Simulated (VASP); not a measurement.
# TaN in VASP: a series of runs, part 2 of 2

VASP 6.6.1.

## 4. Single point, LDA+U

INCAR

```
ALGO = Normal ; EDIFF = 1E-6
ENCUT = 520 ; ISIF = 2
ISMEAR = -1 ; LASPH = T
LCHARG = F ; LDAU = T
LDAUJ = 0 0 ; LDAUL = 2 -1
LDAUPRINT = 1 ; LDAUTYPE = 2
LDAUU = 1 0 ; LMAXMIX = 4
LREAL = F ; LWAVE = F
NBANDS = 15 ; NELM = 150
PREC = Accurate ; SIGMA = 0.05
```

KPOINTS

```
k-points
0
Gamma
  10 10 9
```

POSCAR

```
TaN
1.0
    2.9380000000      0.0000000000      0.0000000000
   -1.4690000000      2.5443826363      0.0000000000
    0.0000000000      0.0000000000      2.8830000000
Ta N
1 1
Direct
    0.0000000000      0.0000000000      0.5000000000
    0.6666666667      0.3333333333      0.0000000000
```

Potentials or basis: VASP PAW LDA potentials, release 64 (Ta_pv, N).

Started as:

```console
cat potpaw_LDA.64/Ta_pv/POTCAR potpaw_LDA.64/N/POTCAR > POTCAR
mpirun -np 1 vasp_std > vasp.out
```

OUTCAR:

```text
EDIFF = 1E-6
   ENCUT = 520
   ISIF = 2
   ISMEAR = -1
   LASPH = T
   LREAL = F
   NELM = 150
   PREC = Accurate

 ion  position               nearest neighbor table
   1  0.000  0.000  0.500-   2 2.23   2 2.23   2 2.23   2 2.23   2 2.23   2 2.23
   2  0.667  0.333  0.000-   1 2.23   1 2.23   1 2.23   1 2.23   1 2.23   1 2.23

  LATTYP: Found a hexagonal cell.
 ALAT       =     2.9380000000
 C/A-ratio  =     0.9812797822

  Lattice vectors:

 A1 = (   2.9380000000,   0.0000000000,   0.0000000000)
 A2 = (  -1.4690000000,   2.5443826363,   0.0000000000)
 A3 = (   0.0000000000,   0.0000000000,   2.8830000000)

Analysis of symmetry for initial positions (statically):
=====================================================================
 Subroutine PRICEL returns:
 Original cell was already a primitive cell.

 Routine SETGRP: Setting up the symmetry group for a
 hexagonal supercell.

 Subroutine GETGRP returns: Found 12 space group operations
 (whereof 12 operations were pure point group operations)
 out of a pool of 24 trial point group operations.

The static configuration has the point symmetry D_3h.

Analysis of symmetry for dynamics (positions and initial velocities):
=====================================================================
 Subroutine PRICEL returns:
 Original cell was already a primitive cell.

 Routine SETGRP: Setting up the symmetry group for a
 hexagonal supercell.

 Subroutine GETGRP returns: Found 12 space group operations
 (whereof 12 operations were pure point group operations)
 out of a pool of 24 trial point group operations.
[... 170 lines left out ...]
  o =  0.2689  v = -0.9991 -0.0000 -0.0000  0.0000 -0.0414  0.0000  0.0000  0.0000  0.0000  0.0000      0.0000  0.0000  0.0000  0.0000  0.0000  0.0000  0.0000  0.0000  0.0000  0.0000
  o =  0.2689  v = -0.0414  0.0000  0.0000  0.0000  0.9991  0.0000  0.0000  0.0000  0.0000  0.0000      0.0000  0.0000  0.0000  0.0000  0.0000  0.0000  0.0000  0.0000  0.0000  0.0000
  o =  0.2689  v =  0.0000  0.0000  0.0000  0.0000  0.0000 -0.0414  0.0000  0.0000  0.0000  0.9991      0.0000  0.0000  0.0000  0.0000  0.0000  0.0000  0.0000  0.0000  0.0000  0.0000
  o =  0.3105  v = -0.0000  0.0000 -1.0000 -0.0000  0.0000  0.0000  0.0000  0.0000  0.0000  0.0000      0.0000  0.0000  0.0000  0.0000  0.0000  0.0000  0.0000  0.0000  0.0000  0.0000
  o =  0.3105  v =  0.0000  0.0000  0.0000  0.0000  0.0000 -0.0000  0.0000 -1.0000 -0.0000  0.0000      0.0000  0.0000  0.0000  0.0000  0.0000  0.0000  0.0000  0.0000  0.0000  0.0000

 number of electron      16.0000001 magnetization

 Free energy of the ion-electron system (eV)
  ---------------------------------------------------
  ext. energy  EPLUGINS =         0.00000000
  ---------------------------------------------------
  free energy    TOTEN  =       -23.77654716 eV

  energy without entropy =      -23.77623038  energy(sigma->0) =      -23.77638877

 E-fermi :   8.2880     XC(G=0): -13.5852

 val. band max:        8.1615269076   @ k =   0.0000   0.0000   0.4444
 cond. band min:       8.4572003683   @ k =   0.0000   0.0000   0.3333
 fundamental gap:      0.2956734608
 Fermi energy:         8.2879511091

 k-point     1 :       0.0000    0.0000    0.0000
  band No.  band energies     occupation
      1     -26.6083      2.00000
      2     -26.3433      2.00000
      3     -26.3433      2.00000
      4      -9.3799      2.00000
      5       3.6682      2.00000
      6       3.6682      2.00000
      7       4.0098      2.00000
      8       5.2934      2.00000
      9      10.5015      0.00000
     10      11.8040      0.00000
     11      11.8040      0.00000
     12      12.2688      0.00000
     13      12.2688      0.00000
     14      20.3751      0.00000
[... 401 lines left out ...]
      2     -26.6273      2.00000
      3     -26.5629      2.00000
      4      -7.0099      2.00000
      5       0.1656      2.00000
      6       2.8448      2.00000
      7       4.0581      2.00000
      8       5.9655      2.00000
      9      10.8251      0.00000
     10      11.8408      0.00000
     11      12.7897      0.00000
     12      14.0289      0.00000
     13      17.2012      0.00000
     14      19.9515      0.00000
     15      20.4255      0.00000

 [... further k-points ...]
[... 5 lines left out ...]
  --------------------------------------------------------------------------------------
  -------------------------------------------------------------------------------------
  Total       -0.8613446     -0.8613446     -0.9973327      0.0000000      0.0000000      0.0000000
  in kB      -64.0337069    -64.0337069    -74.1432804      0.0000000      0.0000000      0.0000000
  external PRESSURE =     -67.4035647 kB  Pullay stress =       0.0000000 kB

 VOLUME and BASIS-vectors are now :
 -----------------------------------------------------------------------------
  energy-cutoff  :      520.00
  volume of cell :       21.55
      direct lattice vectors                 reciprocal lattice vectors
     2.938000000  0.000000000  0.000000000     0.340367597  0.196511324  0.000000000
    -1.469000000  2.544382636  0.000000000     0.000000000  0.393022648  0.000000000
     0.000000000  0.000000000  2.883000000     0.000000000  0.000000000  0.346860909

 POSITION                                       TOTAL-FORCE (eV/Angst)
 -----------------------------------------------------------------------------------
      0.00000      0.00000      1.44150         0.000000     -0.000000      0.000000
      1.46900      0.84813      0.00000        -0.000000      0.000000      0.000000
 -----------------------------------------------------------------------------------
    total drift:                               -0.000000      0.000000      0.000000

  FREE ENERGIE OF THE ION-ELECTRON SYSTEM (eV)
  ---------------------------------------------------
  free  energy   TOTEN  =       -23.7765471585 eV

  energy  without entropy=      -23.7762303763  energy(sigma->0) =      -23.77638877
```

stdout:

```text
POSCAR found type information on POSCAR TaN
 POSCAR found :  2 types and       2 ions
 scaLAPACK will be used
 LDA part: xc-table for (Slater(with rela. corr.)+CA(PZ))
 , standard interpolation
 POSCAR, INCAR and KPOINTS ok, starting setup
 FFT: planning ... GRIDC
 FFT: planning ... GRID_SOFT
 FFT: planning ... GRID
 WAVECAR not read
 entering main loop
```

It took 8.2 s on 1 thread of Intel Xeon Platinum 8488C (Sapphire Rapids), shared host; peak memory 0.14 GiB.

What came out:

```
Free energy            : -23.7765 eV
Pressure               : -6.7 GPa
Band gap on the k mesh : zero (band 8 reaches 8.46 eV, above the bottom of band 9 at 8.16 eV)
```

Stress tensor (GPa, compression positive):
```
-6.40  0.00  0.00
 0.00 -6.40  0.00
 0.00  0.00 -7.41
```

Levels at points of the mesh, in eV from the Fermi level:
```tsv
k point	band 6	band 7	band 8	band 9	band 10	band 11
(0.00, 0.00, 0.00)	-4.62	-4.28	-2.99	2.21	3.52	3.52
(0.50, 0.00, 0.00)	-5.24	-3.54	-3.24	2.98	3.97	5.15
```

Eigenvalues of the final occupation matrices:
```tsv
site	spin	trace	eigenvalues
site 1 d	1	1.24	0.19 0.19 0.27 0.27 0.31
site 1 d	2	1.24	0.19 0.19 0.27 0.27 0.31
```

Caveat: spin-orbit coupling is left out, which moves the levels of the heavy elements; U without spin polarisation on a metal has little footing.

## 5. Single point, LDA+U

INCAR

```
ALGO = Normal
EDIFF = 1E-7
ENCUT = 520
ISIF = 2
ISMEAR = -1
LASPH = T
LCHARG = F
LDAU = T
LDAUJ = 0 0
LDAUL = 2 -1
LDAUPRINT = 1
LDAUTYPE = 2
LDAUU = 2 0
LMAXMIX = 4
LREAL = F
LWAVE = F
NBANDS = 15
NELM = 150
PREC = Accurate
SIGMA = 0.05
```

KPOINTS is that of step 4.

POSCAR is that of step 4.

Started as:

```console
cat potpaw_LDA.64/Ta_pv/POTCAR potpaw_LDA.64/N/POTCAR > POTCAR
mpirun -np 1 vasp_std > vasp.out
```

Wall time 8.5 s (1 thread of Intel Xeon Platinum 8488C (Sapphire Rapids), shared host); peak memory 0.14 GiB.

Results (log left out):

- Free energy: -22.8610 eV
- Pressure: -3.6 GPa
- Band gap on the k mesh: zero (band 8 reaches 8.62 eV, above the bottom of band 9 at 8.31 eV)

Stress tensor (GPa, compression positive):
```
-3.38  0.00  0.00
 0.00 -3.38  0.00
 0.00  0.00 -4.01
```

Levels at points of the mesh, in eV from the Fermi level:
```tsv
k point	band 5	band 6	band 7	band 8	band 9	band 10	band 11	band 12
(0.00, 0.00, 0.00)	-4.67	-4.67	-4.33	-3.09	2.09	3.48	3.48	4.07
(0.50, 0.00, 0.00)	-8.47	-5.27	-3.58	-3.33	3.06	3.94	5.15	5.25
```

Eigenvalues of the final occupation matrices:
| site | spin | trace | eigenvalues |
| --- | --- | --- | --- |
| site 1 d | 1 | 1.22 | 0.19 0.19 0.27 0.27 0.31 |
| site 1 d | 2 | 1.22 | 0.19 0.19 0.27 0.27 0.31 |

Caveat: spin-orbit coupling is left out, which moves the levels of the heavy elements; U without spin polarisation on a metal has little footing.

## 6. Overview

```csv
level,potentials or basis,U,gap on the mesh (eV),pressure (GPa)
PBE,"VASP PAW PBE potentials, release 64 (Ta_pv, N)",-,none,7.0
LDA,"VASP PAW LDA potentials, release 64 (Ta_pv, N)",-,none,-9.8
LDA+U,"VASP PAW LDA potentials, release 64 (Ta_pv, N)",Ta d U = 1.0 eV,none,-6.7
LDA+U,"VASP PAW LDA potentials, release 64 (Ta_pv, N)",Ta d U = 2.0 eV,none,-3.6
```

Some of these runs hold the atoms at other places in the same cell, which the table doesn't show; runs alike in all that it shows share one row.

Alike in all rows: task single point; no spin polarisation; cell as given; k mesh 10 × 10 × 9; cutoff (eV) 520; smearing fermi-dirac 0.05 eV.

Caveats: spin-orbit coupling is left out, which moves the levels of the heavy elements; U without spin polarisation on a metal has little footing (some runs); forces of over 1 eV/Å act on the atoms, so gaps and moduli don't describe the material at rest (some runs).

Total energies depend on the potentials used, so only differences within one code and one set of settings carry meaning.
